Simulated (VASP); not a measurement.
# Ir (Fm-3m) in VASP: further runs

Aim: see how the results for Ir move with the level of theory and the settings. Levels: PBE, LDA, r2SCAN. Tasks: single point.

Everything below comes from runs of VASP 6.6.1. Logs are shortened: lines on timing, memory, paths and dates and some standing lists are left out, and cuts for length are marked.

### Step 1. The cell of the first run

It takes space group Fm-3m (No. 225, cubic). The conventional cell has a = 3.871 Å, b = 3.871 Å, c = 3.871 Å, α = 90.00°, β = 90.00°, γ = 90.00°. Within 3.6 Å of Ir (site symmetry m-3m) lie 12 Ir at 2.74 Å.

### Step 2. Single point, PBE

The input, INCAR:

```
SYSTEM = Ir
PREC     = Accurate       ! precision mode
ENCUT    = 520            ! plane-wave cutoff, eV
EDIFF    = 1E-7           ! SCF threshold, eV
ISMEAR   = 0              ! smearing method
SIGMA    = 0.1            ! smearing width, eV
LREAL    = .FALSE.        ! projectors in reciprocal space
LASPH    = .TRUE.         ! aspherical terms in the spheres
NELM     = 60             ! most SCF steps
ALGO     = Normal         ! electronic algorithm
ISIF     = 2              ! what is computed and relaxed
LWAVE    = .FALSE.        ! write WAVECAR
LCHARG   = .TRUE.         ! write CHGCAR
GGA      = PE             ! functional
LELF     = .TRUE.         ! ELF
LVHAR    = .TRUE.       
NBANDS   = 16             ! bands
```

The input, KPOINTS:

```
regular mesh
0
G
  12 12 12
  0 0 0
```

The input, POSCAR:

```
Ir
1.0
    2.7369706247      0.0000000000      0.0000000000
    0.0000000000      2.7369706247      0.0000000000
    0.0000000000      0.0000000000      3.8706609772
Ir
2
Direct
    0.0000000000      0.0000000000      0.0000000000
    0.5000000000      0.5000000000      0.5000000000
```

Potentials or basis: VASP PAW PBE potentials, release 64 (Ir).

Started as:

```bash
$ cat potpaw_PBE.64/Ir/POTCAR > POTCAR
$ mpirun -np 1 vasp_std > vasp.out
```

OUTCAR:

```text
SYSTEM = Ir
   PREC = Accurate
   ENCUT = 520
   EDIFF = 1E-7
   ISMEAR = 0
   LREAL = .FALSE.
   LASPH = .TRUE.
   NELM = 60
   ISIF = 2
   GGA = PE

 ion  position               nearest neighbor table
   1  0.000  0.000  0.000-   2 2.74   2 2.74   2 2.74   2 2.74   2 2.74   2 2.74   2 2.74   2 2.74

   2  0.500  0.500  0.500-   1 2.74   1 2.74   1 2.74   1 2.74   1 2.74   1 2.74   1 2.74   1 2.74

  LATTYP: Found a simple tetragonal cell.
 ALAT       =     2.7369706247
 C/A-ratio  =     1.4142135623

  Lattice vectors:

 A1 = (   2.7369706247,   0.0000000000,   0.0000000000)
 A2 = (   0.0000000000,   2.7369706247,   0.0000000000)
 A3 = (   0.0000000000,   0.0000000000,   3.8706609772)

Analysis of symmetry for initial positions (statically):
=====================================================================
 Subroutine PRICEL returns following result:

  LATTYP: Found a face centered cubic cell.
 ALAT       =     3.8706609772

  Lattice vectors:

 A1 = (  -1.3684853124,  -1.3684853124,  -1.9353304886)
 A2 = (   1.3684853124,  -1.3684853124,  -1.9353304886)
 A3 = (   0.0000000000,  -2.7369706247,  -0.0000000000)

   2 primitive cells build up your supercell.

 Routine SETGRP: Setting up the symmetry group for a
 simple tetragonal supercell.

 Subroutine GETGRP returns: Found 16 space group operations
 (whereof 16 operations were pure point group operations)
 out of a pool of 16 trial point group operations.

The static configuration has the point symmetry D_4h.

Analysis of symmetry for dynamics (positions and initial velocities):
=====================================================================
 Subroutine PRICEL returns following result:

  LATTYP: Found a face centered cubic cell.
 ALAT       =     3.8706609772

  Lattice vectors:

 A1 = (  -1.3684853124,  -1.3684853124,  -1.9353304886)
 A2 = (   1.3684853124,  -1.3684853124,  -1.9353304886)
 A3 = (   0.0000000000,  -2.7369706247,  -0.0000000000)

   2 primitive cells build up your supercell.

 Routine SETGRP: Setting up the symmetry group for a
 simple tetragonal supercell.

 Subroutine GETGRP returns: Found 16 space group operations
 (whereof 16 operations were pure point group operations)
[... 88 lines left out ...]
   NGX,Y,Z   is equivalent  to a cutoff of  12.15, 12.15, 12.89 a.u.
   NGXF,Y,Z  is equivalent  to a cutoff of  24.30, 24.30, 25.77 a.u.
 SYSTEM =  Ir
   PREC   = accura    normal or accurate (medium, high low for compatibility)
   ISTART =      0    job   : 0-new  1-cont  2-samecut
   ICHARG =      2    charge: 1-file 2-atom 10-const
   ISPIN  =      1    spin polarized calculation?
   LNONCOLLINEAR =      F non collinear calculations
   LSORBIT =      F    spin-orbit coupling
   LASPH  =      T    aspherical Exc in radial PAW
   ENCUT  =  520.0 eV  38.22 Ry    6.18 a.u.   5.09  5.09  7.20*2*pi/ulx,y,z
   NELM   =     60;   NELMIN=  2; NELMDL= -5     # of ELM steps
   EDIFF  = 0.1E-06   stopping-criterion for ELM
   LREAL  =      F    real-space projection
   EDIFFG = 0.1E-05   stopping-criterion for IOM
   NSW    =      0    number of steps for IOM
   IBRION =     -1    ionic relax: 0-MD 1-quasi-New 2-CG
   NFREE  =      0    steps in history (QN), initial steepest desc. (CG)
   ISIF   =      2    stress and relaxation
   ISYM   =      2    0-nonsym 1-usesym 2-fastsym
   POTIM  = 0.5000    time-step for ionic-motion
   TEBEG  =    0.0;   TEEND  =   0.0 temperature during run
   PSTRESS=    0.0 pullay stress
   NELECT =      18.0000    total number of electrons
   NUPDOWN=      -1.0000    fix difference up-down
   EMIN   =  10.00;   EMAX   =-10.00  energy-range for DOS
   EFERMI =   0.00;   METHOD = LEGACY
   ISMEAR =     0;   SIGMA  =   0.10  broadening in eV -4-tet -1-fermi 0-gaus
   EFERMI_NEDOS =   21; number of points for ismear=-14 and -15
   IALGO  =     38    algorithm
   IMIX   =      4    mixing-type and parameters
     AMIX     =   0.40;   BMIX     =  1.00
     AMIX_MAG =   1.60;   BMIX_MAG =  1.00
  volume/ion in A,a.u.               =      14.50        97.83
  Fermi-wavevector in a.u.,A,eV,Ry     =   1.396552  2.639101 26.536235  1.950358
  Thomas-Fermi vector in A             =   2.519895
   LORBIT       =      0    0 simple, 1 ext, 2 COOP (PROOUT), +10 PAW based schemes
   GGA     = PE    functional components
   LHFCALC =     F    Hartree Fock is set to
   AEXX    =    0.0000 exact exchange contribution
   IVDW    =     0    specifies the selected vdW correction
   LEPSILON=     F    determine dielectric tensor
   LRPA    =     F    only Hartree local field effects (RPA)
 non-spin polarized calculation
 Gauss-broadening in eV      SIGMA  =   0.10
  energy-cutoff  :      520.00
  volume of cell :       29.00
 maximum number of plane-waves:       798
   NGX = 11   NGY = 11   NGZ = 15

 number of electron      17.9999997 magnetization

 Free energy of the ion-electron system (eV)
  ---------------------------------------------------
  ext. energy  EPLUGINS =         0.00000000
  ---------------------------------------------------
  free energy    TOTEN  =       -17.71640793 eV

  energy without entropy =      -17.70927348  energy(sigma->0) =      -17.71284071

 E-fermi :   9.9999     XC(G=0): -13.8428

 val. band max:        9.9984142313   @ k =   0.3333   0.3333   0.3333
 cond. band min:      10.0091811330   @ k =   0.0000   0.0000   0.4167
 fundamental gap:      0.0107669018
 Fermi energy:         9.9998948048

 k-point     1 :       0.0000    0.0000    0.0000
  band No.  band energies     occupation
      1      -0.8712      2.00000
      2       2.3509      2.00000
      3       2.9126      2.00000
      4       6.2417      2.00000
      5       6.2417      2.00000
      6       6.2459      2.00000
[... 433 lines left out ...]
      3       3.3574      2.00000
      4       3.5530      2.00000
      5       7.8174      2.00000
      6       8.4258      2.00000
[... 8 lines left out ...]
     15      22.9282      0.00000
     16      23.0703      0.00000

 [... further k-points ...]
[... 5 lines left out ...]
  --------------------------------------------------------------------------------------
  -------------------------------------------------------------------------------------
  Total        0.0491639      0.0491639      0.0861370      0.0000000      0.0000000      0.0000000
  in kB        2.7166351      2.7166351      4.7596490      0.0000000      0.0000000      0.0000000
  external PRESSURE =       3.3976397 kB  Pullay stress =       0.0000000 kB

 VOLUME and BASIS-vectors are now :
 -----------------------------------------------------------------------------
  energy-cutoff  :      520.00
  volume of cell :       29.00
      direct lattice vectors                 reciprocal lattice vectors
     2.736970625  0.000000000  0.000000000     0.365367458  0.000000000  0.000000000
     0.000000000  2.736970625  0.000000000     0.000000000  0.365367458  0.000000000
     0.000000000  0.000000000  3.870660977     0.000000000  0.000000000  0.258353807

 POSITION                                       TOTAL-FORCE (eV/Angst)
 -----------------------------------------------------------------------------------
      0.00000      0.00000      0.00000        -0.000000     -0.000000     -0.000000
      1.36849      1.36849      1.93533         0.000000      0.000000      0.000000
 -----------------------------------------------------------------------------------
    total drift:                               -0.000000      0.000000      0.000000

  FREE ENERGIE OF THE ION-ELECTRON SYSTEM (eV)
  ---------------------------------------------------
  free  energy   TOTEN  =       -17.7164079297 eV

  energy  without entropy=      -17.7092734829  energy(sigma->0) =      -17.71284071
```

stdout:

```text
POSCAR found type information on POSCAR Ir
 POSCAR found :  1 types and       2 ions
 scaLAPACK will be used
 LDA part: xc-table for (Slater+PW92), standard interpolation
 POSCAR, INCAR and KPOINTS ok, starting setup
 FFT: planning ... GRIDC
 FFT: planning ... GRID_SOFT
 FFT: planning ... GRID
 WAVECAR not read
 entering main loop
```

Run time: 72 s. Hardware: 1 thread of Intel Xeon 6975P-C, shared host; peak memory 0.19 GiB.

Results:

```
Free energy            : -17.7164 eV
Pressure               : 0.3 GPa
Band gap on the k mesh : zero (band 9 reaches 11.40 eV, above the bottom of band 10 at 8.17 eV)
```

Caveat: spin-orbit coupling is left out, which moves the levels of the heavy elements.

### Step 3. Single point, PBE

This run uses another cell than the first one: it holds 3 atoms, not 2.

The input, INCAR:

```
SYSTEM = Ir
  ALGO = Normal
  EDIFF = 1E-7
  ENCUT = 520
  GGA = PE
  ISIF = 2
  ISMEAR = 0
  LASPH = .True.
  LCHARG = .True.
  LELF = .True.
  LREAL = .False.
  LVHAR = .True.
  LWAVE = .False.
  NBANDS = 20
  NELM = 100
  PREC = Accurate
  SIGMA = 0.1
```

The input, KPOINTS:

```
k-points
0
Gamma
  12 12 6
  0 0 0
```

The input, POSCAR:

```
Ir
1.0
    2.7369706249      0.0000000000      0.0000000000
   -1.3684853124      2.3702860905      0.0000000000
    0.0000000000      0.0000000000      6.7041814719
Ir
3
Direct
    0.0000000000      0.0000000000      0.0000000000
    0.3333333333      0.6666666667      0.3333333333
    0.6666666667      0.3333333333      0.6666666667
```

Potentials or basis: VASP PAW PBE potentials, release 64 (Ir).

Started as:

```bash
$ cat potpaw_PBE.64/Ir/POTCAR > POTCAR
$ mpirun -np 1 vasp_std > vasp.out
```

OUTCAR:

```text
SYSTEM = Ir
   EDIFF = 1E-7
   ENCUT = 520
   GGA = PE
   ISIF = 2
   ISMEAR = 0
   LASPH = .True.
   LREAL = .False.
   NELM = 100
   PREC = Accurate

 ion  position               nearest neighbor table
   1  0.000  0.000  0.000-   2 2.74   3 2.74   2 2.74   3 2.74   3 2.74   2 2.74
   2  0.333  0.667  0.333-   1 2.74   1 2.74   1 2.74   3 2.74   3 2.74   3 2.74
   3  0.667  0.333  0.667-   1 2.74   1 2.74   1 2.74   2 2.74   2 2.74   2 2.74

  LATTYP: Found a hexagonal cell.
 ALAT       =     2.7369706249
 C/A-ratio  =     2.4494897427

  Lattice vectors:

 A1 = (   2.7369706249,   0.0000000000,   0.0000000000)
 A2 = (  -1.3684853124,   2.3702860905,   0.0000000000)
 A3 = (   0.0000000000,   0.0000000000,   6.7041814719)

Analysis of symmetry for initial positions (statically):
=====================================================================
 Subroutine PRICEL returns following result:

  LATTYP: Found a face centered cubic cell.
 ALAT       =     3.8706609771

  Lattice vectors:

[... 173 lines left out ...]
 number of electron      27.0000000 magnetization

 Free energy of the ion-electron system (eV)
  ---------------------------------------------------
  ext. energy  EPLUGINS =         0.00000000
  ---------------------------------------------------
  free energy    TOTEN  =       -26.58156544 eV

  energy without entropy =      -26.57120466  energy(sigma->0) =      -26.57638505

 E-fermi :   9.9911     XC(G=0): -13.8430

 val. band max:        9.9910990025   @ k =  -0.1667   0.5000   0.3333
 cond. band min:       9.9951669616   @ k =   0.0000   0.3333   0.3333
 fundamental gap:      0.0040679591
 Fermi energy:         9.9911143861

 k-point     1 :       0.0000    0.0000    0.0000
  band No.  band energies     occupation
      1      -0.8712      2.00000
      2       1.9830      2.00000
      3       1.9830      2.00000
      4       6.2411      2.00000
      5       6.2411      2.00000
      6       6.2436      2.00000
[... 541 lines left out ...]
     19      19.5421      0.00000
     20      23.5171      0.00000

 [... further k-points ...]
[... 5 lines left out ...]
  --------------------------------------------------------------------------------------
  -------------------------------------------------------------------------------------
  Total        0.0554297      0.0554297      0.1195703      0.0000000      0.0000000      0.0000000
  in kB        2.0419080      2.0419080      4.4047094      0.0000000      0.0000000      0.0000000
  external PRESSURE =       2.8295085 kB  Pullay stress =       0.0000000 kB

 VOLUME and BASIS-vectors are now :
 -----------------------------------------------------------------------------
  energy-cutoff  :      520.00
  volume of cell :       43.49
      direct lattice vectors                 reciprocal lattice vectors
     2.736970625  0.000000000  0.000000000     0.365367458  0.210945000  0.000000000
    -1.368485312  2.370286091  0.000000000     0.000000000  0.421890001  0.000000000
     0.000000000  0.000000000  6.704181472     0.000000000  0.000000000  0.149160640

 POSITION                                       TOTAL-FORCE (eV/Angst)
 -----------------------------------------------------------------------------------
      0.00000      0.00000      0.00000        -0.000000     -0.000000     -0.000000
     -0.00000      1.58019      2.23473         0.000000     -0.000000     -0.000000
      1.36849      0.79010      4.46945        -0.000000      0.000000      0.000000
 -----------------------------------------------------------------------------------
    total drift:                               -0.000000      0.000000     -0.000000

  FREE ENERGIE OF THE ION-ELECTRON SYSTEM (eV)
  ---------------------------------------------------
  free  energy   TOTEN  =       -26.5815654438 eV

  energy  without entropy=      -26.5712046566  energy(sigma->0) =      -26.57638505
```

stdout:

```text
POSCAR found type information on POSCAR Ir
 POSCAR found :  1 types and       3 ions
 scaLAPACK will be used
 LDA part: xc-table for (Slater+PW92), standard interpolation
 POSCAR, INCAR and KPOINTS ok, starting setup
 FFT: planning ... GRIDC
 FFT: planning ... GRID_SOFT
 FFT: planning ... GRID
 WAVECAR not read
 entering main loop
```

Wall time 70 s (1 thread of AMD EPYC 7R13 (Zen 3), shared host); peak memory 0.17 GiB.

Results:

* Free energy: -26.5816 eV
* Pressure: 0.3 GPa

Caveat: spin-orbit coupling is left out, which moves the levels of the heavy elements.

(Continued in part 2 of 2.)
